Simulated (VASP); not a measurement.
# TePb4Se3 (P4/mmm) in VASP: single point with PBE

Aim: the single point of TePb4Se3 with PBE.

Program: VASP 6.6.1. These are calculated values, not measurements. Logs are shortened: lines on timing, memory, paths and dates and some standing lists are left out, and cuts for length are marked.

## (1) The cell of the first run

Symmetry: P4/mmm, No. 123, tetragonal system. Conventional cell: a = 4.469 Å, b = 4.469 Å, c = 12.610 Å, α = 90.00°, β = 90.00°, γ = 90.00°. Within 4.2 Å of Te (site symmetry 4/mmm) lie 6 Pb at 3.16 to 3.25 Å. Within 4.0 Å of Pb (site symmetry 4mm) lie 5 Se at 3.06 to 3.16 Å and 1 Te at 3.25 Å. Within 4.2 Å of Pb (site symmetry 4/mmm) lie 4 Te at 3.16 Å and 2 Se at 3.18 Å. Within 4.1 Å of Pb (site symmetry 4/mmm) lie 6 Se at 3.12 to 3.16 Å. Within 4.1 Å of Se (site symmetry 4mm) lie 6 Pb at 3.12 to 3.18 Å. Within 4.0 Å of Se (site symmetry 4/mmm) lie 6 Pb at 3.06 to 3.16 Å.

## (2) Single point, PBE

Contents of INCAR:

```
SYSTEM = TePb4Se3
PREC = Accurate
ENCUT = 520
EDIFF = 1E-6
ISMEAR = 0
SIGMA = 0.01
LREAL = .FALSE.
LASPH = .TRUE.
NELM = 80
ALGO = Normal
ISIF = 2
LWAVE = .FALSE.
LCHARG = .TRUE.
GGA = PE
LELF = .TRUE.
LVHAR = .TRUE.
NBANDS = 50
```

Contents of KPOINTS:

```
regular mesh
0
G
  8 8 4
  0 0 0
```

Contents of POSCAR:

```
TePb4Se3
1.0
    4.4692837000      0.0000000000      0.0000000000
    0.0000000000      4.4692837000      0.0000000000
    0.0000000000      0.0000000000     12.6103972000
Te Pb Se
1 4 3
Direct
    0.0000000000      0.0000000000      0.0000000000
    0.0000000000      0.0000000000      0.7425040000
    0.5000000000      0.5000000000      0.0000000000
    0.0000000000      0.0000000000      0.2574960000
    0.5000000000      0.5000000000      0.5000000000
    0.5000000000      0.5000000000      0.2522740000
    0.0000000000      0.0000000000      0.5000000000
    0.5000000000      0.5000000000      0.7477260000
```

Potentials or basis: VASP PAW PBE potentials, release 64 (Te, Pb_d, Se).

Started as:

```bash
cat potpaw_PBE.64/Te/POTCAR potpaw_PBE.64/Pb_d/POTCAR potpaw_PBE.64/Se/POTCAR > POTCAR
mpirun -np 1 vasp_std > vasp.out
```

OUTCAR:

```text
SYSTEM = TePb4Se3
   PREC = Accurate
   ENCUT = 520
   EDIFF = 1E-6
   ISMEAR = 0
   LREAL = .FALSE.
   LASPH = .TRUE.
   NELM = 80
   ISIF = 2
   GGA = PE

 ion  position               nearest neighbor table
   1  0.000  0.000  0.000-   3 3.16   3 3.16   3 3.16   3 3.16   4 3.25   2 3.25
   2  0.000  0.000  0.743-   7 3.06   8 3.16   8 3.16   8 3.16   8 3.16   1 3.25
   3  0.500  0.500  0.000-   1 3.16   1 3.16   1 3.16   1 3.16   8 3.18   6 3.18
   4  0.000  0.000  0.257-   7 3.06   6 3.16   6 3.16   6 3.16   6 3.16   1 3.25
   5  0.500  0.500  0.500-   6 3.12   8 3.12   7 3.16   7 3.16   7 3.16   7 3.16
   6  0.500  0.500  0.252-   5 3.12   4 3.16   4 3.16   4 3.16   4 3.16   3 3.18
   7  0.000  0.000  0.500-   2 3.06   4 3.06   5 3.16   5 3.16   5 3.16   5 3.16
   8  0.500  0.500  0.748-   5 3.12   2 3.16   2 3.16   2 3.16   2 3.16   3 3.18

  LATTYP: Found a simple tetragonal cell.
 ALAT       =     4.4692837000
 C/A-ratio  =     2.8215700874

  Lattice vectors:

 A1 = (   4.4692837000,   0.0000000000,   0.0000000000)
 A2 = (   0.0000000000,   4.4692837000,   0.0000000000)
 A3 = (   0.0000000000,   0.0000000000,  12.6103972000)

Analysis of symmetry for initial positions (statically):
=====================================================================
 Subroutine PRICEL returns:
 Original cell was already a primitive cell.

 Routine SETGRP: Setting up the symmetry group for a
 simple tetragonal supercell.

 Subroutine GETGRP returns: Found 16 space group operations
 (whereof 16 operations were pure point group operations)
 out of a pool of 16 trial point group operations.

The static configuration has the point symmetry D_4h.

Analysis of symmetry for dynamics (positions and initial velocities):
=====================================================================
 Subroutine PRICEL returns:
 Original cell was already a primitive cell.

 Routine SETGRP: Setting up the symmetry group for a
 simple tetragonal supercell.

 Subroutine GETGRP returns: Found 16 space group operations
 (whereof 16 operations were pure point group operations)
 out of a pool of 16 trial point group operations.

The dynamic configuration has the point symmetry D_4h.

 Subroutine INISYM returns: Found 16 space group operations
 (whereof 16 operations are pure point group operations),
 and found     1 'primitive' translations

----------------------------------------------------------------------------------------

                                     Primitive cell

  volume of cell :     251.8863

  direct lattice vectors                    reciprocal lattice vectors
     4.469283700  0.000000000  0.000000000     0.223749502  0.000000000  0.000000000
     0.000000000  4.469283700  0.000000000     0.000000000  0.223749502  0.000000000
     0.000000000  0.000000000 12.610397200     0.000000000  0.000000000  0.079299643

  length of vectors
     4.469283700  4.469283700 12.610397200     0.223749502  0.223749502  0.079299643

  position of ions in fractional coordinates (direct lattice)
     0.000000000  0.000000000  0.000000000
     0.000000000  0.000000000  0.742504000
     0.500000000  0.500000000  0.000000000
     0.000000000  0.000000000  0.257496000
     0.500000000  0.500000000  0.500000000
     0.500000000  0.500000000  0.252274000
     0.000000000  0.000000000  0.500000000
     0.500000000  0.500000000  0.747726000

  ion indices of the primitive-cell ions
   primitive index   ion index
                 1           1
                 2           2
                 3           3
                 4           4
                 5           5
                 6           6
                 7           7
                 8           8

----------------------------------------------------------------------------------------

 KPOINTS: regular mesh

Automatic generation of k-mesh.
 Grid dimensions read from file:
 generate k-points for:    8    8    4

 Generating k-lattice:

  Cartesian coordinates                     Fractional coordinates (reciprocal lattice)
     0.027968688  0.000000000  0.000000000     0.125000000  0.000000000  0.000000000
     0.000000000  0.027968688  0.000000000     0.000000000  0.125000000  0.000000000
     0.000000000  0.000000000  0.019824911     0.000000000  0.000000000  0.250000000

  Length of vectors
     0.027968688  0.027968688  0.019824911

  Shift w.r.t. Gamma in fractional coordinates (k-lattice)
     0.000000000  0.000000000  0.000000000

 Subroutine IBZKPT returns following result:
 ===========================================

 Found     45 irreducible k-points:

 Following reciprocal coordinates:
            Coordinates               Weight
  0.000000  0.000000  0.000000      1.000000
  0.125000  0.000000  0.000000      4.000000
  0.250000  0.000000  0.000000      4.000000
  0.375000  0.000000  0.000000      4.000000
  0.500000  0.000000  0.000000      2.000000
  0.125000  0.125000  0.000000      4.000000
[... 16 lines left out ...]
  0.375000  0.125000  0.250000     16.000000
  0.500000  0.125000  0.250000      8.000000
 [... further k-points ...]
   k-points           NKPTS =     45   k-points in BZ     NKDIM =     45   number of bands    NBANDS=     50
   number of dos      NEDOS =    301   number of ions     NIONS =      8
   total plane-waves  NPLWV = 124416
   dimension x,y,z NGX =    36 NGY =   36 NGZ =   96
   dimension x,y,z NGXF=    72 NGYF=   72 NGZF=  192
   ions per type =               1   4   3
   NGX,Y,Z   is equivalent  to a cutoff of  13.39, 13.39, 12.66 a.u.
   NGXF,Y,Z  is equivalent  to a cutoff of  26.78, 26.78, 25.31 a.u.
 SYSTEM =  TePb4Se3
   PREC   = accura    normal or accurate (medium, high low for compatibility)
   ISTART =      0    job   : 0-new  1-cont  2-samecut
   ICHARG =      2    charge: 1-file 2-atom 10-const
   ISPIN  =      1    spin polarized calculation?
   LNONCOLLINEAR =      F non collinear calculations
   LSORBIT =      F    spin-orbit coupling
   LASPH  =      T    aspherical Exc in radial PAW
   ENCUT  =  520.0 eV  38.22 Ry    6.18 a.u.   8.31  8.31 23.45*2*pi/ulx,y,z
   NELM   =     80;   NELMIN=  2; NELMDL= -5     # of ELM steps
   EDIFF  = 0.1E-05   stopping-criterion for ELM
   LREAL  =      F    real-space projection
   EDIFFG = 0.1E-04   stopping-criterion for IOM
   NSW    =      0    number of steps for IOM
   IBRION =     -1    ionic relax: 0-MD 1-quasi-New 2-CG
   NFREE  =      0    steps in history (QN), initial steepest desc. (CG)
   ISIF   =      2    stress and relaxation
   ISYM   =      2    0-nonsym 1-usesym 2-fastsym
   POTIM  = 0.5000    time-step for ionic-motion
   TEBEG  =    0.0;   TEEND  =   0.0 temperature during run
   PSTRESS=    0.0 pullay stress
   NELECT =      80.0000    total number of electrons
   NUPDOWN=      -1.0000    fix difference up-down
   EMIN   =  10.00;   EMAX   =-10.00  energy-range for DOS
   EFERMI =   0.00;   METHOD = LEGACY
   ISMEAR =     0;   SIGMA  =   0.01  broadening in eV -4-tet -1-fermi 0-gaus
   EFERMI_NEDOS =   21; number of points for ismear=-14 and -15
   IALGO  =     38    algorithm
   IMIX   =      4    mixing-type and parameters
     AMIX     =   0.40;   BMIX     =  1.00
     AMIX_MAG =   1.60;   BMIX_MAG =  1.00
  volume/ion in A,a.u.               =      31.49       212.48
  Fermi-wavevector in a.u.,A,eV,Ry     =   1.116957  2.110743 16.974546  1.247594
  Thomas-Fermi vector in A             =   2.253576
   LORBIT       =      0    0 simple, 1 ext, 2 COOP (PROOUT), +10 PAW based schemes
   GGA     = PE    functional components
   LHFCALC =     F    Hartree Fock is set to
   AEXX    =    0.0000 exact exchange contribution
   IVDW    =     0    specifies the selected vdW correction
   LEPSILON=     F    determine dielectric tensor
   LRPA    =     F    only Hartree local field effects (RPA)
 non-spin polarized calculation
 Gauss-broadening in eV      SIGMA  =   0.01
  energy-cutoff  :      520.00
  volume of cell :      251.89
 maximum number of plane-waves:      6838
 NGX is ok and might be reduce to    36
   NGX = 17   NGY = 17   NGZ = 47

 number of electron      79.9999992 magnetization

 Free energy of the ion-electron system (eV)
  ---------------------------------------------------
  ext. energy  EPLUGINS =         0.00000000
  ---------------------------------------------------
  free energy    TOTEN  =       -31.96148157 eV

  energy without entropy =      -31.96148157  energy(sigma->0) =      -31.96148157

 E-fermi :   4.7514     XC(G=0):  -9.2344

 val. band max:        4.6902352439   @ k =   0.5000   0.0000   0.0000
 cond. band min:       4.9534792789   @ k =   0.5000   0.0000   0.0000
 fundamental gap:      0.2632440350
 Fermi energy:         4.7514248161

 k-point     1 :       0.0000    0.0000    0.0000
  band No.  band energies     occupation
      1     -12.2563      2.00000
      2     -12.2413      2.00000
      3     -12.2213      2.00000
      4     -12.2060      2.00000
      5     -12.2060      2.00000
      6     -12.1664      2.00000
[... 42 lines left out ...]
     49       9.0714      0.00000
     50       9.2865      0.00000

 k-point     2 :       0.1250    0.0000    0.0000
  band No.  band energies     occupation
      1     -12.2518      2.00000
      2     -12.2385      2.00000
      3     -12.2237      2.00000
      4     -12.2070      2.00000
      5     -12.2059      2.00000
      6     -12.1649      2.00000
[... 42 lines left out ...]
     49       8.7297      0.00000
     50       8.9563      0.00000

 k-point     3 :       0.2500    0.0000    0.0000
  band No.  band energies     occupation
      1     -12.2429      2.00000
      2     -12.2297      2.00000
      3     -12.2295      2.00000
      4     -12.2093      2.00000
      5     -12.2057      2.00000
      6     -12.1622      2.00000
[... 1102 lines left out ...]
     49       8.1100      0.00000
     50       8.4900      0.00000

 k-point    24 :       0.5000    0.1250    0.2500
  band No.  band energies     occupation
      1     -12.2460      2.00000
      2     -12.2317      2.00000
      3     -12.2126      2.00000
      4     -12.2124      2.00000
      5     -12.2070      2.00000
      6     -12.1562      2.00000
[... 42 lines left out ...]
     49       7.6794      0.00000
     50       7.7327      0.00000

 [... further k-points ...]

------------------------ aborting loop because EDIFF is reached ----------------------------------------

  FORCE on cell =-STRESS in cart. coord.  units (eV):
  Direction    XX          YY          ZZ          XY          YZ          ZX
  --------------------------------------------------------------------------------------
  -------------------------------------------------------------------------------------
  Total       -0.0314856     -0.0314856     -0.0377398      0.0000000      0.0000000      0.0000000
  in kB       -0.2002709     -0.2002709     -0.2400519      0.0000000      0.0000000      0.0000000
  external PRESSURE =      -0.2135313 kB  Pullay stress =       0.0000000 kB

 VOLUME and BASIS-vectors are now :
 -----------------------------------------------------------------------------
  energy-cutoff  :      520.00
  volume of cell :      251.89
      direct lattice vectors                 reciprocal lattice vectors
     4.469283700  0.000000000  0.000000000     0.223749502  0.000000000  0.000000000
     0.000000000  4.469283700  0.000000000     0.000000000  0.223749502  0.000000000
     0.000000000  0.000000000 12.610397200     0.000000000  0.000000000  0.079299643

 POSITION                                       TOTAL-FORCE (eV/Angst)
 -----------------------------------------------------------------------------------
      0.00000      0.00000      0.00000        -0.000000     -0.000000     -0.000000
      0.00000      0.00000      9.36327        -0.000000     -0.000000      0.001559
      2.23464      2.23464      0.00000        -0.000000     -0.000000     -0.000000
      0.00000      0.00000      3.24713        -0.000000     -0.000000     -0.001559
      2.23464      2.23464      6.30520        -0.000000     -0.000000     -0.000000
      2.23464      2.23464      3.18128        -0.000000     -0.000000     -0.001393
      0.00000      0.00000      6.30520        -0.000000     -0.000000     -0.000000
      2.23464      2.23464      9.42912         0.000000      0.000000      0.001393
 -----------------------------------------------------------------------------------
    total drift:                                0.000000      0.000000      0.000000

  FREE ENERGIE OF THE ION-ELECTRON SYSTEM (eV)
  ---------------------------------------------------
  free  energy   TOTEN  =       -31.9614815694 eV

  energy  without entropy=      -31.9614815694  energy(sigma->0) =      -31.96148157
```

Wall time 20 min (1 thread of Intel Xeon 8259CL, shared host); peak memory 0.66 GiB.

Results:

| Property | Result |
| --- | --- |
| Free energy | -31.9615 eV |
| Pressure | 0.0 GPa |
| Band gap on the k mesh | 0.26 eV |

Caveat: spin-orbit coupling is left out, which moves the levels of the heavy elements. A k mesh can miss the band edges.
